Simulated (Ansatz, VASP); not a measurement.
# One calculation of ZrB, two programs

The input POSCAR:

```
ZrB
1.0
    0.0000000000      2.4556827944      2.4311259665
    2.4556827944      0.0000000000      2.4311259665
    2.4556827944      2.4556827944      0.0000000000
Zr B
1 1
Direct
    0.5000000000      0.5000000000      0.5000000000
    0.0000000000      0.0000000000      0.0000000000
```

Contents of INCAR.step1:

```
ALGO     = Normal         # electronic algorithm
EDIFF    = 1E-4           # SCF threshold, eV
ENCUT    = 520            # plane-wave cutoff, eV
GGA      = PE             # functional
ISMEAR   = 0              # smearing method
LASPH    = T              # aspherical terms in the spheres
LCHARG   = F              # write CHGCAR
LREAL    = F              # projectors in reciprocal space
LWAVE    = T              # write WAVECAR
NBANDS   = 14             # bands
NELM     = 80             # most SCF steps
PREC     = Accurate       # precision mode
SIGMA    = 0.05           # smearing width, eV
```

File INCAR.step2:

```
ALGO     = Normal         # electronic algorithm
EDIFF    = 1E-6           # SCF threshold, eV
ENCUT    = 520            # plane-wave cutoff, eV
ISIF     = 2              # what is computed and relaxed
ISMEAR   = 0              # smearing method
ISTART   = 1            
LASPH    = T              # aspherical terms in the spheres
LCHARG   = F              # write CHGCAR
LMIXTAU  = T            
LREAL    = F              # projectors in reciprocal space
LWAVE    = F              # write WAVECAR
METAGGA  = R2SCAN         # meta-GGA
NBANDS   = 14             # bands
NELM     = 80             # most SCF steps
PREC     = Accurate       # precision mode
SIGMA    = 0.05           # smearing width, eV
```

Contents of KPOINTS:

```
k-points
0
Gamma
  12 12 12
```

Input for Ansatz:

```yaml
crystal:
  lattice:
    - [0.0, 2.4556827944, 2.4311259665]
    - [2.4556827944, 0.0, 2.4311259665]
    - [2.4556827944, 2.4556827944, 0.0]
  atoms:
    - { symbol: Zr, position: [0.5, 0.5, 0.5] }
    - { symbol: B, position: [0.0, 0.0, 0.0] }
basis:
  ecutwfc: 500
  ecutrho_ratio: 4
kpoints:
  mp_grid: { grid: [12, 12, 12] }
hamiltonian:
  xc: r2scan
scf:
  occupations: { method: gaussian, width: 0.05 }
output:
  forces: true
  stress: true
  eigenvalues: true
```

Change from the starting cell: strain e3 = -0.01, atoms carried along.

Alike in both runs: task single point; functional r2SCAN; k mesh 12 × 12 × 12; occupations gaussian, width 0.05 eV; no spin polarisation.

```csv
,VASP,Ansatz
version,VASP 6.6.1,Ansatz 0.2.0
potentials or method,"VASP PAW PBE potentials, release 64 (Zr_sv, B), cutoff 520 eV","scalar-relativistic, plane waves, PAW"
valence electrons in the cell,15,15
```

|  | VASP | Ansatz | Ansatz less VASP |
| --- | --- | --- | --- |
| gap on the k mesh at the Fermi level (eV) | none | none | - |
| pressure (GPa) | 1.8 | 1.7 | -0.06 |
| traceless stress, the component that is largest in VASP (GPa) | 2.17 | 2.16 | -0.011 |

VASP's potentials were made for PBE, not for r2SCAN. A gap of «none» marks a metal or a gap that the smearing closes.
